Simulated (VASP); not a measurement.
# BN (R-3m) in VASP: notebook

BN is run at these levels: PBE+D3(BJ); tasks: single point.

Everything below comes from runs of VASP 6.6.1. Logs are shortened: lines on timing, memory, paths and dates and some standing lists are left out, and cuts for length are marked.

## 1. The cell of the first run

The structure is trigonal, space group R-3m (No. 166). Conventional cell: a = 2.506 Å, b = 2.506 Å, c = 39.701 Å, α = 90.00°, β = 90.00°, γ = 120.00°. Within 1.9 Å of B (site symmetry 3m) lie 3 N at 1.45 Å. Within 1.9 Å of B (site symmetry 3m) lie 3 N at 1.45 Å. Within 1.9 Å of N (site symmetry 3m) lie 3 B at 1.45 Å. N (site symmetry 3m) has 3 B at 1.45 Å within 1.9 Å.

## 2. Single point, PBE+D3(BJ) (the part above a cut slid along it)

The input, INCAR:

```
ALGO = Normal ; EDIFF = 1E-6
ENCUT = 520 ; GGA = PE
ISIF = 2 ; ISMEAR = 0
IVDW = 12 ; LASPH = T
LCHARG = F ; LREAL = F
LWAVE = F ; NBANDS = 26
NELM = 100 ; PREC = Accurate
SIGMA = 0.05
```

The input, KPOINTS:

```
k-points
0
Gamma
  10 10 2
```

The input, POSCAR:

```
BN
1.0
   -2.5064381127      0.0000000000      0.0000000000
   -1.2532190563     -2.1706390786      0.0000000000
   -1.2530937344     -0.7234740049     13.2336949040
B N
4 4
Direct
    0.0416958333      0.0416958333      0.8750000000
    0.2083458333      0.2083458333      0.3750000000
    0.6250041667      0.6250041667      0.1250000000
    0.4583541667      0.4583541667      0.6250000000
    0.2916708333      0.2916708333      0.1250000000
    0.1250208333      0.1250208333      0.6250000000
    0.3750291667      0.3750291667      0.8750000000
    0.5416791667      0.5416791667      0.3750000000
```

Potentials or basis: VASP PAW PBE potentials, release 64 (B, N).

The run is started by

```console
> cat potpaw_PBE.64/B/POTCAR potpaw_PBE.64/N/POTCAR > POTCAR
> mpirun -np 1 vasp_std > vasp.out
```

OUTCAR:

```text
EDIFF = 1E-6
   ENCUT = 520
   GGA = PE
   ISIF = 2
   ISMEAR = 0
   IVDW = 12
   LASPH = T
   LREAL = F
   NELM = 100
   PREC = Accurate
 IVDW          = 12

 ion  position               nearest neighbor table
   1  0.042  0.042  0.875-   7 1.45   7 1.45   7 1.45
   2  0.208  0.208  0.375-   8 1.45   8 1.45   8 1.45
   3  0.625  0.625  0.125-   5 1.45   5 1.45   5 1.45
   4  0.458  0.458  0.625-   6 1.45   6 1.45   6 1.45
   5  0.292  0.292  0.125-   3 1.45   3 1.45   3 1.45
   6  0.125  0.125  0.625-   4 1.45   4 1.45   4 1.45
   7  0.375  0.375  0.875-   1 1.45   1 1.45   1 1.45
   8  0.542  0.542  0.375-   2 1.45   2 1.45   2 1.45

  LATTYP: Found a trigonal (rhomboedric) cell.
 ALAT       =    13.3125632151
 COS(alpha) =     0.9822760776

  Lattice vectors:

 A1 = (  -1.2530937344,  -0.7234740049,  13.2336949040)
 A2 = (   1.2533443783,  -0.7234740049,  13.2336949040)
 A3 = (   0.0001253219,   1.4471650737,  13.2336949040)

Analysis of symmetry for initial positions (statically):
=====================================================================
 Subroutine PRICEL returns:
 Original cell was already a primitive cell.

 Routine SETGRP: Setting up the symmetry group for a
 trigonal (rhombohedral) supercell.

 Subroutine GETGRP returns: Found  4 space group operations
 (whereof  2 operations were pure point group operations)
 out of a pool of 12 trial point group operations.

The static configuration has the point symmetry C_1h.
 The point group associated with its full space group is C_2h.

Analysis of symmetry for dynamics (positions and initial velocities):
=====================================================================
 Subroutine PRICEL returns:
 Original cell was already a primitive cell.

 Routine SETGRP: Setting up the symmetry group for a
 trigonal (rhombohedral) supercell.

 Subroutine GETGRP returns: Found  4 space group operations
 (whereof  2 operations were pure point group operations)
 out of a pool of 12 trial point group operations.

The dynamic configuration has the point symmetry C_1h.
 The point group associated with its full space group is C_2h.

 Subroutine INISYM returns: Found  4 space group operations
 (whereof  2 operations are pure point group operations),
 and found     1 'primitive' translations

----------------------------------------------------------------------------------------

                                     Primitive cell

  volume of cell :      71.9989

  direct lattice vectors                    reciprocal lattice vectors
    -2.506438113  0.000000000  0.000000000    -0.398972548  0.230346908 -0.025185710
    -1.253219056 -2.170639079  0.000000000     0.000000000 -0.460693816 -0.025185710
    -1.253093734 -0.723474005 13.233694904     0.000000000  0.000000000  0.075564686

  length of vectors
     2.506438113  2.506438113 13.312563215     0.461381742  0.461381742  0.075564686

  position of ions in fractional coordinates (direct lattice)
     0.041695833  0.041695833  0.875000000
     0.208345833  0.208345833  0.375000000
     0.625004167  0.625004167  0.125000000
     0.458354167  0.458354167  0.625000000
     0.291670833  0.291670833  0.125000000
     0.125020833  0.125020833  0.625000000
     0.375029167  0.375029167  0.875000000
     0.541679167  0.541679167  0.375000000

  ion indices of the primitive-cell ions
   primitive index   ion index
                 1           1
                 2           2
                 3           3
                 4           4
                 5           5
                 6           6
                 7           7
                 8           8

[... 24 lines left out ...]
|           W    W   A  A   R    R  NN   N  II  NN   N  G    G  !!!           |
|           W    W  A    A  R    R  N N  N  II  N N  N  G       !!!           |
|           W WW W  AAAAAA  RRRRR   N  N N  II  N  N N  G  GGG   !            |
|           WW  WW  A    A  R   R   N   NN  II  N   NN  G    G                |
|           W    W  A    A  R    R  N    N  II  N    N   GGGG   !!!           |
|                                                                             |
|     Your reciprocal lattice and k-lattice belong to different lattice       |
|     classes:                                                                |
|                                                                             |
|        The reciprocal lattice is rhombohedral (trigonal),                   |
|        whereas your k-lattice is base-centered monoclinic.                  |
|                                                                             |
|     Results are often still useful ...                                      |
|                                                                             |
 -----------------------------------------------------------------------------

 WARNING: IBZKPT: internal override: KBLOWUP is changed to .FALSE.
      ... skipping the blow-up phase ...

 Subroutine IBZKPT returns following result:
 ===========================================

 Found     62 irreducible k-points:

 Following reciprocal coordinates:
            Coordinates               Weight
  0.000000  0.000000  0.000000      1.000000
  0.100000  0.000000  0.000000      4.000000
  0.200000  0.000000  0.000000      4.000000
  0.300000  0.000000  0.000000      4.000000
  0.400000  0.000000  0.000000      4.000000
  0.500000  0.000000  0.000000      2.000000
[... 16 lines left out ...]
  0.300000  0.300000  0.000000      2.000000
  0.400000  0.300000  0.000000      4.000000
 [... further k-points ...]
   k-points           NKPTS =     62   k-points in BZ     NKDIM =     62   number of bands    NBANDS=     26
   number of dos      NEDOS =    301   number of ions     NIONS =      8
   total plane-waves  NPLWV =  40000
   dimension x,y,z NGX =    20 NGY =   20 NGZ =  100
   dimension x,y,z NGXF=    40 NGYF=   40 NGZF=  200
   ions per type =               4   4
   NGX,Y,Z   is equivalent  to a cutoff of  13.27, 13.27, 12.49 a.u.
   NGXF,Y,Z  is equivalent  to a cutoff of  26.53, 26.53, 24.98 a.u.
 SYSTEM =  unknown system
   PREC   = accura    normal or accurate (medium, high low for compatibility)
   ISTART =      0    job   : 0-new  1-cont  2-samecut
   ICHARG =      2    charge: 1-file 2-atom 10-const
   ISPIN  =      1    spin polarized calculation?
   LNONCOLLINEAR =      F non collinear calculations
   LSORBIT =      F    spin-orbit coupling
   LASPH  =      T    aspherical Exc in radial PAW
   ENCUT  =  520.0 eV  38.22 Ry    6.18 a.u.   4.66  4.66 24.75*2*pi/ulx,y,z
   NELM   =    100;   NELMIN=  2; NELMDL= -5     # of ELM steps
   EDIFF  = 0.1E-05   stopping-criterion for ELM
   LREAL  =      F    real-space projection
   EDIFFG = 0.1E-04   stopping-criterion for IOM
   NSW    =      0    number of steps for IOM
   IBRION =     -1    ionic relax: 0-MD 1-quasi-New 2-CG
   NFREE  =      0    steps in history (QN), initial steepest desc. (CG)
   ISIF   =      2    stress and relaxation
   ISYM   =      2    0-nonsym 1-usesym 2-fastsym
   POTIM  = 0.5000    time-step for ionic-motion
   TEBEG  =    0.0;   TEEND  =   0.0 temperature during run
   PSTRESS=    0.0 pullay stress
   NELECT =      32.0000    total number of electrons
   NUPDOWN=      -1.0000    fix difference up-down
   EMIN   =  10.00;   EMAX   =-10.00  energy-range for DOS
   EFERMI =   0.00;   METHOD = LEGACY
   ISMEAR =     0;   SIGMA  =   0.05  broadening in eV -4-tet -1-fermi 0-gaus
   EFERMI_NEDOS =   21; number of points for ismear=-14 and -15
   IALGO  =     38    algorithm
   IMIX   =      4    mixing-type and parameters
     AMIX     =   0.40;   BMIX     =  1.00
     AMIX_MAG =   1.60;   BMIX_MAG =  1.00
  volume/ion in A,a.u.               =       9.00        60.73
  Fermi-wavevector in a.u.,A,eV,Ry     =   1.249347  2.360923 21.236882  1.560867
  Thomas-Fermi vector in A             =   2.383391
   LORBIT       =      0    0 simple, 1 ext, 2 COOP (PROOUT), +10 PAW based schemes
   GGA     = PE    functional components
   LHFCALC =     F    Hartree Fock is set to
   AEXX    =    0.0000 exact exchange contribution
   IVDW    =    12    specifies the selected vdW correction
   LEPSILON=     F    determine dielectric tensor
   LRPA    =     F    only Hartree local field effects (RPA)
 non-spin polarized calculation
 Gauss-broadening in eV      SIGMA  =   0.05
  energy-cutoff  :      520.00
  volume of cell :       72.00
 maximum number of plane-waves:      1959
   NGX =  9   NGY =  9   NGZ = 49

 number of electron      31.9999996 magnetization

 Free energy of the ion-electron system (eV)
  ---------------------------------------------------
  ext. energy  EPLUGINS =         0.00000000
  ---------------------------------------------------
  free energy    TOTEN  =       -70.27245884 eV

  energy without entropy =      -70.27245884  energy(sigma->0) =      -70.27245884

 E-fermi :   2.6836     XC(G=0): -10.0868

 val. band max:        2.4545698542   @ k =  -0.3000   0.3000  -0.0000
 cond. band min:       6.3458783931   @ k =   0.5000   0.5000   0.5000
 fundamental gap:      3.8913085390
 Fermi energy:         2.6836284520

 k-point     1 :       0.0000    0.0000    0.0000
  band No.  band energies     occupation
      1     -15.4927      2.00000
      2     -15.3461      2.00000
      3     -15.3457      2.00000
      4     -15.1894      2.00000
      5      -3.9210      2.00000
      6      -2.9655      2.00000
[... 685 lines left out ...]
     25      14.3278      0.00000
     26      14.5993      0.00000

 [... further k-points ...]

------------------------ aborting loop because EDIFF is reached ----------------------------------------

 Edisp (eV)   -1.13199

 E8    (eV) :    -0.3317

  FORCE on cell =-STRESS in cart. coord.  units (eV):
  Direction    XX          YY          ZZ          XY          YZ          ZX
  --------------------------------------------------------------------------------------
  -------------------------------------------------------------------------------------
  Total      -0.01758    -0.01762     0.26556     0.00003     0.00005     0.00009
  in kB      -0.39120    -0.39202     5.90954     0.00071     0.00113     0.00195
  external pressure =        1.71 kB  Pullay stress =        0.00 kB

 VOLUME and BASIS-vectors are now :
 -----------------------------------------------------------------------------
  energy-cutoff  :      520.00
  volume of cell :       72.00
      direct lattice vectors                 reciprocal lattice vectors
    -2.506438113  0.000000000  0.000000000    -0.398972548  0.230346908 -0.025185710
    -1.253219056 -2.170639079  0.000000000     0.000000000 -0.460693816 -0.025185710
    -1.253093734 -0.723474005 13.233694904     0.000000000  0.000000000  0.075564686

 POSITION                                       TOTAL-FORCE (eV/Angst)
 -----------------------------------------------------------------------------------
     -1.25322     -0.72355     11.57948         0.000002      0.000001     -0.059862
     -1.25322     -0.72355      4.96264         0.000003      0.000002      0.000429
     -2.50644     -1.44709      1.65421        -0.000002     -0.000001      0.059862
     -2.50644     -1.44709      8.27106        -0.000003     -0.000002     -0.000429
     -1.25322     -0.72355      1.65421        -0.000005     -0.000003      0.036335
     -1.25322     -0.72355      8.27106         0.000025      0.000015     -0.000495
     -2.50644     -1.44709     11.57948         0.000005      0.000003     -0.036335
     -2.50644     -1.44709      4.96264        -0.000025     -0.000015      0.000495
 -----------------------------------------------------------------------------------
    total drift:                               -0.000006     -0.000004      0.000006

  FREE ENERGIE OF THE ION-ELECTRON SYSTEM (eV)
  ---------------------------------------------------
  free  energy   TOTEN  =       -71.4044487999 eV

  energy  without entropy=      -71.4044487999  energy(sigma->0) =      -71.40444880
```

It took 2.8 min on 1 thread of Intel Xeon 8259CL, shared host; peak memory 0.24 GiB.

Results:

* Free energy: -71.4044 eV
* Pressure: 0.2 GPa
* Largest force: 0.060 eV/Å
* Band gap on the k mesh: 3.89 eV (least direct gap 4.35 eV)
* Dispersion energy per atom: -0.141 eV

Forces on the atoms (eV/Å):
```
B    0.000  0.000 -0.060
B    0.000  0.000  0.000
B    0.000  0.000  0.060
B    0.000  0.000  0.000
N    0.000  0.000  0.036
N    0.000  0.000  0.000
N    0.000  0.000 -0.036
N    0.000  0.000  0.000
```

Caveat: the cell differs from its parent crystal (the part above a cut slid along it). A k mesh can miss the band edges.

## 3. Single point, PBE+D3(BJ) (the part above a cut slid along it)

The input, INCAR:

```
SYSTEM = BN
ALGO = Normal
EDIFF = 1E-6
ENCUT = 520
GGA = PE
ISIF = 2
ISMEAR = 0
IVDW = 12
LASPH = .True.
LCHARG = .False.
LREAL = .False.
LWAVE = .False.
NBANDS = 26
NELM = 100
PREC = Accurate
SIGMA = 0.05
```

The input, KPOINTS:

```
k-points
0
Gamma
  10 10 2
  0 0 0
```

The input, POSCAR:

```
BN
1.0
   -2.5064381127      0.0000000000      0.0000000000
   -1.2532190563     -2.1706390786      0.0000000000
   -2.5065634346     -1.4471650737     13.2336949040
B N
4 4
Direct
   -0.2500291667     -0.2500291667      0.8750000000
    0.0833208333      0.0833208333      0.3750000000
    0.5833291667      0.5833291667      0.1250000000
    0.2499791667      0.2499791667      0.6250000000
    0.2499958333      0.2499958333      0.1250000000
   -0.0833541667     -0.0833541667      0.6250000000
    0.0833041667      0.0833041667      0.8750000000
    0.4166541667      0.4166541667      0.3750000000
```

Potentials or basis: VASP PAW PBE potentials, release 64 (B, N).

The run is started by

```console
> cat potpaw_PBE.64/B/POTCAR potpaw_PBE.64/N/POTCAR > POTCAR
> mpirun -np 1 vasp_std > vasp.out
```

OUTCAR:

```text
SYSTEM = BN
   EDIFF = 1E-6
   ENCUT = 520
   GGA = PE
   ISIF = 2
   ISMEAR = 0
   IVDW = 12
   LASPH = .True.
   LREAL = .False.
   NELM = 100
   PREC = Accurate
 IVDW          = 12

 ion  position               nearest neighbor table
   1  0.750  0.750  0.875-   7 1.45   7 1.45   7 1.45
   2  0.083  0.083  0.375-   8 1.45   8 1.45   8 1.45
   3  0.583  0.583  0.125-   5 1.45   5 1.45   5 1.45
   4  0.250  0.250  0.625-   6 1.45   6 1.45   6 1.45
   5  0.250  0.250  0.125-   3 1.45   3 1.45   3 1.45
   6  0.917  0.917  0.625-   4 1.45   4 1.45   4 1.45
   7  0.083  0.083  0.875-   1 1.45   1 1.45   1 1.45
[... 937 lines left out ...]
  Total       0.03611     0.03624    -0.02786    -0.00011    -0.00003    -0.00004
  in kB       0.80358     0.80644    -0.61993    -0.00248    -0.00057    -0.00098
  external pressure =        0.33 kB  Pullay stress =        0.00 kB

 VOLUME and BASIS-vectors are now :
 -----------------------------------------------------------------------------
  energy-cutoff  :      520.00
  volume of cell :       72.00
      direct lattice vectors                 reciprocal lattice vectors
    -2.506438113  0.000000000  0.000000000    -0.398972548  0.230346908 -0.050378976
    -1.253219056 -2.170639079  0.000000000     0.000000000 -0.460693816 -0.050378976
    -2.506563435 -1.447165074 13.233694904     0.000000000  0.000000000  0.075564686

 POSITION                                       TOTAL-FORCE (eV/Angst)
 -----------------------------------------------------------------------------------
     -5.01288     -2.89419     11.57948         0.000012      0.000007     -0.014178
     -1.25322     -0.72355      4.96264         0.000005      0.000003      0.000846
     -2.50644     -1.44709      1.65421        -0.000012     -0.000007      0.014178
     -2.50644     -1.44709      8.27106        -0.000005     -0.000003     -0.000846
     -1.25322     -0.72355      1.65421         0.000009      0.000005     -0.007225
     -5.01288     -2.89419      8.27106        -0.000005     -0.000003     -0.000152
     -2.50644     -1.44709     11.57948        -0.000009     -0.000005      0.007225
     -2.50644     -1.44709      4.96264         0.000005      0.000003      0.000152
 -----------------------------------------------------------------------------------
    total drift:                                0.000002      0.000001      0.000007

  FREE ENERGIE OF THE ION-ELECTRON SYSTEM (eV)
  ---------------------------------------------------
  free  energy   TOTEN  =       -71.4315745261 eV

  energy  without entropy=      -71.4315745261  energy(sigma->0) =      -71.43157453
```

Wall time 2.9 min (1 thread of Intel Xeon 8259CL, shared host); peak memory 0.25 GiB.

Results:

- Free energy: -71.4316 eV
- Pressure: 0.0 GPa
- Largest force: 0.014 eV/Å
- Band gap on the k mesh: 4.13 eV (least direct gap 4.25 eV)
- Dispersion energy per atom: -0.142 eV

Forces on the atoms (eV/Å):
```
B    0.000  0.000 -0.014
B    0.000  0.000  0.001
B    0.000  0.000  0.014
B    0.000  0.000 -0.001
N    0.000  0.000 -0.007
N    0.000  0.000  0.000
N    0.000  0.000  0.007
N    0.000  0.000  0.000
```

Caveat: the cell differs from its parent crystal (the part above a cut slid along it). A k mesh can miss the band edges.
